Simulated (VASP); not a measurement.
# HfN (P6_3/mmc) in VASP: notebook

HfN is run at these levels: LDA; tasks: single point.

Program: VASP 6.6.1. These are calculated values, not measurements. Logs are shortened: lines on timing, memory, paths and dates and some standing lists are left out, and cuts for length are marked.

### Step 1. The cell of the first run

It takes space group P6_3/mmc (No. 194, hexagonal). Conventional cell: a = 3.081 Å, b = 3.081 Å, c = 5.325 Å, α = 90.00°, β = 90.00°, γ = 120.00°. Within 2.9 Å of Hf (site symmetry -6m2) lie 6 N at 2.22 Å. Within 2.9 Å of N (site symmetry -3m) lie 6 Hf at 2.22 Å and 2 N at 2.66 Å.

### Step 2. Single point, LDA

INCAR

```
  PREC = Accurate
  ENCUT = 520
  EDIFF = 1E-7
  ISMEAR = -1
  SIGMA = 0.01
  LREAL = F
  LASPH = T
  NELM = 80
  ALGO = Normal
  ISIF = 2
  LWAVE = F
  LCHARG = F
  NBANDS = 23
```

KPOINTS

```
regular mesh
0
Gamma
  8 8 4
```

POSCAR

```
HfN
1.0
    3.0807806518      0.0000000000      0.0000000000
   -1.5403903259      2.6680343658      0.0000000000
    0.0000000000      0.0000000000      5.3249406331
Hf N
2 2
Direct
    0.6666666667      0.3333333333      0.7500000000
    0.3333333333      0.6666666667      0.2500000000
    0.0000000000      0.0000000000      0.0000000000
    0.0000000000      0.0000000000      0.5000000000
```

Potentials or basis: VASP PAW LDA potentials, release 64 (Hf_pv, N).

On the command line:

```
> cat potpaw_LDA.64/Hf_pv/POTCAR potpaw_LDA.64/N/POTCAR > POTCAR
> mpirun -np 1 vasp_std > vasp.out
```

OUTCAR:

```text
PREC = Accurate
   ENCUT = 520
   EDIFF = 1E-7
   ISMEAR = -1
   LREAL = F
   LASPH = T
   NELM = 80
   ISIF = 2

 ion  position               nearest neighbor table
   1  0.667  0.333  0.750-   3 2.22   4 2.22   3 2.22   4 2.22   3 2.22   4 2.22   2 3.20   2 3.20
                             2 3.20   2 3.20   2 3.20   2 3.20
   2  0.333  0.667  0.250-   3 2.22   4 2.22   3 2.22   4 2.22   3 2.22   4 2.22   1 3.20   1 3.20
                             1 3.20   1 3.20   1 3.20   1 3.20
   3  0.000  0.000  0.000-   1 2.22   2 2.22   1 2.22   2 2.22   1 2.22   2 2.22
   4  0.000  0.000  0.500-   1 2.22   2 2.22   1 2.22   2 2.22   1 2.22   2 2.22

  LATTYP: Found a hexagonal cell.
 ALAT       =     3.0807806518
 C/A-ratio  =     1.7284387417

  Lattice vectors:

 A1 = (   3.0807806518,   0.0000000000,   0.0000000000)
 A2 = (  -1.5403903259,   2.6680343658,   0.0000000000)
 A3 = (   0.0000000000,   0.0000000000,   5.3249406331)

Analysis of symmetry for initial positions (statically):
=====================================================================
 Subroutine PRICEL returns:
 Original cell was already a primitive cell.

 Routine SETGRP: Setting up the symmetry group for a
 hexagonal supercell.

 Subroutine GETGRP returns: Found 24 space group operations
 (whereof 12 operations were pure point group operations)
 out of a pool of 24 trial point group operations.

The static configuration has the point symmetry D_3d.
 The point group associated with its full space group is D_6h.

Analysis of symmetry for dynamics (positions and initial velocities):
=====================================================================
 Subroutine PRICEL returns:
 Original cell was already a primitive cell.

 Routine SETGRP: Setting up the symmetry group for a
 hexagonal supercell.

 Subroutine GETGRP returns: Found 24 space group operations
 (whereof 12 operations were pure point group operations)
 out of a pool of 24 trial point group operations.

The dynamic configuration has the point symmetry D_3d.
 The point group associated with its full space group is D_6h.

 Subroutine INISYM returns: Found 24 space group operations
 (whereof 12 operations are pure point group operations),
 and found     1 'primitive' translations

----------------------------------------------------------------------------------------

                                     Primitive cell

  volume of cell :      43.7690

  direct lattice vectors                    reciprocal lattice vectors
     3.080780652  0.000000000  0.000000000     0.324593054  0.187403883  0.000000000
    -1.540390326  2.668034366  0.000000000     0.000000000  0.374807766  0.000000000
     0.000000000  0.000000000  5.324940633     0.000000000  0.000000000  0.187795521

  length of vectors
     3.080780652  3.080780702  5.324940633     0.374807772  0.374807766  0.187795521

  position of ions in fractional coordinates (direct lattice)
     0.666666667  0.333333333  0.750000000
     0.333333333  0.666666667  0.250000000
     0.000000000  0.000000000  0.000000000
     0.000000000  0.000000000  0.500000000

  ion indices of the primitive-cell ions
   primitive index   ion index
                 1           1
                 2           2
                 3           3
                 4           4

----------------------------------------------------------------------------------------

 KPOINTS: regular mesh

Automatic generation of k-mesh.
 Grid dimensions read from file:
 generate k-points for:    8    8    4

 Generating k-lattice:

  Cartesian coordinates                     Fractional coordinates (reciprocal lattice)
     0.040574132  0.023425485  0.000000000     0.125000000  0.000000000  0.000000000
     0.000000000  0.046850971  0.000000000     0.000000000  0.125000000  0.000000000
     0.000000000  0.000000000  0.046948880     0.000000000  0.000000000  0.250000000

  Length of vectors
     0.046850971  0.046850971  0.046948880

  Shift w.r.t. Gamma in fractional coordinates (k-lattice)
     0.000000000  0.000000000  0.000000000

 Subroutine IBZKPT returns following result:
 ===========================================

 Found     30 irreducible k-points:

 Following reciprocal coordinates:
            Coordinates               Weight
  0.000000  0.000000  0.000000      1.000000
  0.125000  0.000000  0.000000      6.000000
  0.250000  0.000000  0.000000      6.000000
  0.375000 -0.000000  0.000000      6.000000
  0.500000  0.000000  0.000000      3.000000
  0.125000  0.125000  0.000000      6.000000
[... 16 lines left out ...]
  0.250000  0.000000  0.500000      6.000000
  0.375000 -0.000000  0.500000      6.000000
 [... further k-points ...]
   k-points           NKPTS =     30   k-points in BZ     NKDIM =     30   number of bands    NBANDS=     23
   number of dos      NEDOS =    301   number of ions     NIONS =      4
   total plane-waves  NPLWV =  23040
   dimension x,y,z NGX =    24 NGY =   24 NGZ =   40
   dimension x,y,z NGXF=    48 NGYF=   48 NGZF=   80
   ions per type =               2   2
   NGX,Y,Z   is equivalent  to a cutoff of  12.95, 12.95, 12.49 a.u.
   NGXF,Y,Z  is equivalent  to a cutoff of  25.90, 25.90, 24.98 a.u.
 SYSTEM =  unknown system
   PREC   = accura    normal or accurate (medium, high low for compatibility)
   ISTART =      0    job   : 0-new  1-cont  2-samecut
   ICHARG =      2    charge: 1-file 2-atom 10-const
   ISPIN  =      1    spin polarized calculation?
   LNONCOLLINEAR =      F non collinear calculations
   LSORBIT =      F    spin-orbit coupling
   LASPH  =      T    aspherical Exc in radial PAW
   ENCUT  =  520.0 eV  38.22 Ry    6.18 a.u.   5.73  5.73  9.90*2*pi/ulx,y,z
   NELM   =     80;   NELMIN=  2; NELMDL= -5     # of ELM steps
   EDIFF  = 0.1E-06   stopping-criterion for ELM
   LREAL  =      F    real-space projection
   EDIFFG = 0.1E-05   stopping-criterion for IOM
   NSW    =      0    number of steps for IOM
   IBRION =     -1    ionic relax: 0-MD 1-quasi-New 2-CG
   NFREE  =      0    steps in history (QN), initial steepest desc. (CG)
   ISIF   =      2    stress and relaxation
   ISYM   =      2    0-nonsym 1-usesym 2-fastsym
   POTIM  = 0.5000    time-step for ionic-motion
   TEBEG  =    0.0;   TEEND  =   0.0 temperature during run
   PSTRESS=    0.0 pullay stress
   NELECT =      30.0000    total number of electrons
   NUPDOWN=      -1.0000    fix difference up-down
   EMIN   =  10.00;   EMAX   =-10.00  energy-range for DOS
   EFERMI =   0.00;   METHOD = LEGACY
   ISMEAR =    -1;   SIGMA  =   0.01  broadening in eV -4-tet -1-fermi 0-gaus
   EFERMI_NEDOS =   21; number of points for ismear=-14 and -15
   IALGO  =     38    algorithm
   IMIX   =      4    mixing-type and parameters
     AMIX     =   0.40;   BMIX     =  1.00
     AMIX_MAG =   1.60;   BMIX_MAG =  1.00
  volume/ion in A,a.u.               =      10.94        73.84
  Fermi-wavevector in a.u.,A,eV,Ry     =   1.443421  2.727670 28.347239  2.083463
  Thomas-Fermi vector in A             =   2.561830
   LORBIT       =      0    0 simple, 1 ext, 2 COOP (PROOUT), +10 PAW based schemes
   GGA     = CA    functional components
   LHFCALC =     F    Hartree Fock is set to
   AEXX    =    0.0000 exact exchange contribution
   IVDW    =     0    specifies the selected vdW correction
   LEPSILON=     F    determine dielectric tensor
   LRPA    =     F    only Hartree local field effects (RPA)
 non-spin polarized calculation
  energy-cutoff  :      520.00
  volume of cell :       43.77
 maximum number of plane-waves:      1188
 NGX is ok and might be reduce to    24
   NGX = 11   NGY = 11   NGZ = 19

 number of electron      30.0000001 magnetization

 Free energy of the ion-electron system (eV)
  ---------------------------------------------------
  ext. energy  EPLUGINS =         0.00000000
  ---------------------------------------------------
  free energy    TOTEN  =       -47.55555147 eV

  energy without entropy =      -47.55317290  energy(sigma->0) =      -47.55436219

 E-fermi :   8.0674     XC(G=0): -13.2561

 val. band max:        8.0526592193   @ k =   0.1250   0.0000   0.2500
 cond. band min:       8.0771715390   @ k =   0.3750   0.1250   0.5000
 fundamental gap:      0.0245123196
 Fermi energy:         8.0673866362

 k-point     1 :       0.0000    0.0000    0.0000
  band No.  band energies     occupation
      1     -23.2758      2.00000
      2     -22.2060      2.00000
      3     -22.1117      2.00000
      4     -22.1117      2.00000
      5     -22.0392      2.00000
      6     -22.0392      2.00000
[... 15 lines left out ...]
     22      14.2063      0.00000
     23      14.2063      0.00000

 k-point     2 :       0.1250    0.0000    0.0000
  band No.  band energies     occupation
      1     -23.2081      2.00000
      2     -22.2776      2.00000
      3     -22.2122      2.00000
      4     -22.1933      2.00000
      5     -22.1618      2.00000
      6     -22.0544      2.00000
[... 15 lines left out ...]
     22      13.6741      0.00000
     23      14.1463      0.00000

 k-point     3 :       0.2500    0.0000    0.0000
  band No.  band energies     occupation
      1     -23.0290      2.00000
      2     -22.6774      2.00000
      3     -22.5261      2.00000
      4     -22.2672      2.00000
      5     -22.2403      2.00000
      6     -22.1048      2.00000
[... 15 lines left out ...]
     22      13.8239      0.00000
     23      14.1082      0.00000

 k-point     4 :       0.3750   -0.0000    0.0000
  band No.  band energies     occupation
      1     -23.0540      2.00000
      2     -22.8341      2.00000
      3     -22.8074      2.00000
      4     -22.3637      2.00000
      5     -22.3069      2.00000
      6     -22.1615      2.00000
[... 15 lines left out ...]
     22      14.3451      0.00000
     23      15.3800      0.00000

 k-point     5 :       0.5000    0.0000    0.0000
  band No.  band energies     occupation
      1     -23.2028      2.00000
      2     -22.9567      2.00000
      3     -22.6795      2.00000
      4     -22.4022      2.00000
      5     -22.3694      2.00000
      6     -22.1857      2.00000
[... 15 lines left out ...]
     22      14.3932      0.00000
     23      16.3744      0.00000

 k-point     6 :       0.1250    0.1250    0.0000
  band No.  band energies     occupation
      1     -23.0846      2.00000
      2     -22.5091      2.00000
      3     -22.4773      2.00000
      4     -22.2293      2.00000
      5     -22.2075      2.00000
      6     -22.1292      2.00000
[... 15 lines left out ...]
     22      13.4100      0.00000
     23      13.5728      0.00000

 k-point     7 :       0.2500    0.1250    0.0000
  band No.  band energies     occupation
      1     -22.8818      2.00000
      2     -22.8813      2.00000
      3     -22.7265      2.00000
      4     -22.3576      2.00000
      5     -22.2781      2.00000
      6     -22.2184      2.00000
[... 353 lines left out ...]
     22      14.9474      0.00000
     23      16.1964      0.00000

 k-point    21 :       0.0000    0.0000    0.5000
  band No.  band energies     occupation
      1     -22.7710      2.00000
      2     -22.7710      2.00000
      3     -22.0754      2.00000
      4     -22.0754      2.00000
      5     -22.0754      2.00000
      6     -22.0754      2.00000
[... 15 lines left out ...]
     22      11.6429      0.00000
     23      12.7929      0.00000

 k-point    22 :       0.1250    0.0000    0.5000
  band No.  band energies     occupation
      1     -22.7626      2.00000
      2     -22.7626      2.00000
      3     -22.2055      2.00000
      4     -22.2055      2.00000
      5     -22.1083      2.00000
      6     -22.1083      2.00000
[... 15 lines left out ...]
     22      12.8605      0.00000
     23      13.6140      0.00000

 k-point    23 :       0.2500    0.0000    0.5000
  band No.  band energies     occupation
      1     -22.8306      2.00000
      2     -22.8306      2.00000
      3     -22.4129      2.00000
      4     -22.4129      2.00000
      5     -22.1867      2.00000
      6     -22.1867      2.00000
[... 15 lines left out ...]
     22      13.7100      0.00000
     23      14.9666      0.00000

 k-point    24 :       0.3750   -0.0000    0.5000
  band No.  band energies     occupation
      1     -23.0620      2.00000
      2     -23.0620      2.00000
      3     -22.4341      2.00000
      4     -22.4341      2.00000
      5     -22.2638      2.00000
      6     -22.2638      2.00000
[... 15 lines left out ...]
     22      14.1317      0.00000
     23      15.9093      0.00000

 [... further k-points ...]

------------------------ aborting loop because EDIFF is reached ----------------------------------------

  FORCE on cell =-STRESS in cart. coord.  units (eV):
  Direction    XX          YY          ZZ          XY          YZ          ZX
  --------------------------------------------------------------------------------------
  -------------------------------------------------------------------------------------
  Total        1.2321119      1.2321119      1.6237197      0.0000000      0.0000000      0.0000000
  in kB       45.1017882     45.1017902     59.4366973      0.0000000      0.0000000      0.0000000
  external PRESSURE =      49.8800919 kB  Pullay stress =       0.0000000 kB

 VOLUME and BASIS-vectors are now :
 -----------------------------------------------------------------------------
  energy-cutoff  :      520.00
  volume of cell :       43.77
      direct lattice vectors                 reciprocal lattice vectors
     3.080780652  0.000000000  0.000000000     0.324593054  0.187403883  0.000000000
    -1.540390326  2.668034366  0.000000000     0.000000000  0.374807766  0.000000000
     0.000000000  0.000000000  5.324940633     0.000000000  0.000000000  0.187795521

 POSITION                                       TOTAL-FORCE (eV/Angst)
 -----------------------------------------------------------------------------------
      1.54039      0.88934      3.99371        -0.000000     -0.000000      0.000000
     -0.00000      1.77869      1.33124         0.000000      0.000000      0.000000
      0.00000      0.00000      0.00000        -0.000000      0.000000      0.000000
      0.00000      0.00000      2.66247        -0.000000      0.000000      0.000000
 -----------------------------------------------------------------------------------
    total drift:                               -0.000000      0.000000     -0.000000

  FREE ENERGIE OF THE ION-ELECTRON SYSTEM (eV)
  ---------------------------------------------------
  free  energy   TOTEN  =       -47.5555514748 eV

  energy  without entropy=      -47.5531728986  energy(sigma->0) =      -47.55436219
```

Wall time 42 s (1 thread of Intel Xeon 8259CL, shared host); peak memory 0.15 GiB.

Results:

| Item | Value |
| --- | --- |
| Free energy | -47.5556 eV |
| Pressure | 5.0 GPa |
| Band gap on the k mesh | zero (bands 15 and 16 overlap by 2.45 eV) |

Caveat: the cell stands under pressure; spin-orbit coupling is left out, which moves the levels of the heavy elements.

### Step 3. Single point, LDA

This run uses another cell than the first one, of 11.29 Å³/atom.

INCAR

```
SYSTEM = HfN
  PREC = Accurate
  ENCUT = 520
  EDIFF = 1E-7
  ISMEAR = -1
  SIGMA = 0.01
  LREAL = .FALSE.
  LASPH = .TRUE.
  NELM = 100
  ALGO = Normal
  ISIF = 2
  LWAVE = .FALSE.
  LCHARG = .TRUE.
  GGA = CA
  LELF = .TRUE.
  LVHAR = .TRUE.
  NBANDS = 23
```

KPOINTS

```
regular mesh
0
G
  8 8 4
  0 0 0
```

POSCAR

```
HfN
1.0
    3.1128744266      0.0000000000      0.0000000000
   -1.5564372133      2.6958283908      0.0000000000
    0.0000000000      0.0000000000      5.3804127569
Hf N
2 2
Direct
    0.6666666667      0.3333333333      0.7500000000
    0.3333333333      0.6666666667      0.2500000000
    0.0000000000      0.0000000000      0.0000000000
    0.0000000000      0.0000000000      0.5000000000
```

Potentials or basis: VASP PAW LDA potentials, release 64 (Hf_pv, N).

On the command line:

```
> cat potpaw_LDA.64/Hf_pv/POTCAR potpaw_LDA.64/N/POTCAR > POTCAR
> mpirun -np 1 vasp_std > vasp.out
```

It took 45 s on 1 thread of Intel Xeon 8259CL, shared host; peak memory 0.16 GiB.

Results (log left out):

| Item | Value |
| --- | --- |
| Free energy | -47.5584 eV |
| Pressure | -4.3 GPa |
| Band gap on the k mesh | zero (bands 15 and 16 overlap by 2.35 eV) |

Stress tensor (GPa, compression positive):
```
-4.60  0.00  0.00
 0.00 -4.60  0.00
 0.00  0.00 -3.66
```

Levels at points of the mesh, in eV from the Fermi level:
| k point | band 12 | band 13 | band 14 | band 15 | band 16 | band 17 | band 18 | band 19 |
| --- | --- | --- | --- | --- | --- | --- | --- | --- |
| (0.00, 0.00, 0.00) | -3.45 | -3.45 | -1.51 | -0.51 | 0.85 | 0.85 | 1.50 | 2.00 |
| (0.50, 0.00, 0.00) | -5.39 | -3.05 | -2.67 | -2.23 | 2.70 | 3.03 | 4.69 | 4.89 |
| (0.00, 0.00, 0.50) | -4.27 | -4.27 | -4.27 | 2.06 | 2.06 | 3.09 | 3.09 | 3.09 |
| (0.50, 0.00, 0.50) | -5.37 | -4.34 | -4.34 | -0.05 | -0.05 | 5.01 | 5.01 | 5.04 |

Caveat: the cell stands under tension; spin-orbit coupling is left out, which moves the levels of the heavy elements.

### Step 4. Single point, LDA

This run uses another cell than the first one, of 11.63 Å³/atom.

INCAR

```
SYSTEM = HfN
  ALGO = Normal
  EDIFF = 1E-6
  ENCUT = 520
  ISIF = 2
  ISMEAR = -1
  LASPH = .True.
  LCHARG = .False.
  LREAL = .False.
  LWAVE = .False.
  NBANDS = 23
  NELM = 60
  PREC = Accurate
  SIGMA = 0.01
```

KPOINTS

```
k-points
0
Gamma
  8 8 4
  0 0 0
```

POSCAR

```
HfN
1.0
    3.1443197310      0.0000000000      0.0000000000
   -1.5721598655      2.7230608237      0.0000000000
    0.0000000000      0.0000000000      5.4347640392
Hf N
2 2
Direct
    0.6666666667      0.3333333333      0.7500000000
    0.3333333333      0.6666666667      0.2500000000
    0.0000000000      0.0000000000      0.0000000000
    0.0000000000      0.0000000000      0.5000000000
```

On the command line:

```
> cat potpaw_LDA.64/Hf_pv/POTCAR potpaw_LDA.64/N/POTCAR > POTCAR
> mpirun -np 1 vasp_std > vasp.out
```

Wall time 38 s (1 thread of Intel Xeon 8259CL, shared host); peak memory 0.16 GiB.

Results (log left out):

* Free energy: -47.4873 eV
* Pressure: -12.2 GPa
* Band gap on the k mesh: zero (bands 15 and 16 overlap by 2.26 eV)

Stress tensor (GPa, compression positive):
```
-12.33   0.00   0.00
  0.00 -12.33   0.00
  0.00   0.00 -11.97
```

Levels at points of the mesh, in eV from the Fermi level:
| k point | band 11 | band 12 | band 13 | band 14 | band 15 | band 16 | band 17 | band 18 | band 19 | band 20 |
| --- | --- | --- | --- | --- | --- | --- | --- | --- | --- | --- |
| (0.00, 0.00, 0.00) | -4.50 | -3.37 | -3.37 | -1.51 | -0.47 | 0.84 | 0.84 | 1.31 | 1.94 | 1.94 |
| (0.50, 0.00, 0.00) | -5.53 | -5.24 | -3.03 | -2.59 | -2.21 | 2.59 | 2.90 | 4.52 | 4.70 | 5.56 |
| (0.00, 0.00, 0.50) | -4.16 | -4.16 | -4.16 | -4.16 | 1.98 | 1.98 | 2.99 | 2.99 | 2.99 | 2.99 |
| (0.50, 0.00, 0.50) | -5.23 | -5.23 | -4.24 | -4.24 | -0.08 | -0.08 | 4.82 | 4.82 | 4.86 | 4.86 |

Caveat: the cell stands under tension; spin-orbit coupling is left out, which moves the levels of the heavy elements.

[end of part 1 of 2]
